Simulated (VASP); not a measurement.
A run of VASP 6.6.1 is set up as follows.

The input INCAR:

```
PREC     = Accurate       # precision mode
ENCUT    = 520            # plane-wave cutoff, eV
EDIFF    = 1E-6           # SCF threshold, eV
ISMEAR   = 0              # smearing method
SIGMA    = 0.1            # smearing width, eV
LREAL    = F              # projectors in reciprocal space
LASPH    = T              # aspherical terms in the spheres
NELM     = 60             # most SCF steps
ALGO     = Normal         # electronic algorithm
ISIF     = 2              # what is computed and relaxed
LWAVE    = F              # write WAVECAR
LCHARG   = F              # write CHGCAR
GGA      = PE             # functional
NBANDS   = 44             # bands
```

File KPOINTS:

```
Automatic mesh
0
Gamma
  6 6 8
```

POSCAR

```
La3Hf2C4
1.0
    7.3612799432      0.0000000000      0.0000000000
   -3.6806399716      6.3750554351      0.0000000000
    0.0000000000      0.0000000000      5.4967366176
La Hf C
3 2 4
Direct
    0.3333333333      0.6666666667      0.0000000000
    0.6666666667      0.3333333333      0.0000000000
    0.0000000000      0.0000000000      0.0000000000
    0.3333333333      0.6666666667      0.5000000000
    0.6666666667      0.3333333333      0.5000000000
    0.5000000000      0.0000000000      0.0000000000
    0.0000000000      0.5000000000      0.0000000000
    0.5000000000      0.5000000000      0.0000000000
    0.0000000000      0.0000000000      0.5000000000
```

Potentials or basis: VASP PAW PBE potentials, release 64 (La, Hf_pv, C).

Launch:

```bash
$ cat potpaw_PBE.64/La/POTCAR potpaw_PBE.64/Hf_pv/POTCAR potpaw_PBE.64/C/POTCAR > POTCAR
$ mpirun -np 1 vasp_std > vasp.out
```

(1) Estimate the pressure.

(2) What does it give for the band gap on the k mesh?

Results:

(1) -0.1 GPa.

(2) zero (an odd number of electrons rules out a gap without spin polarisation).

Caveat: spin-orbit coupling is left out, which moves the levels of the heavy elements.
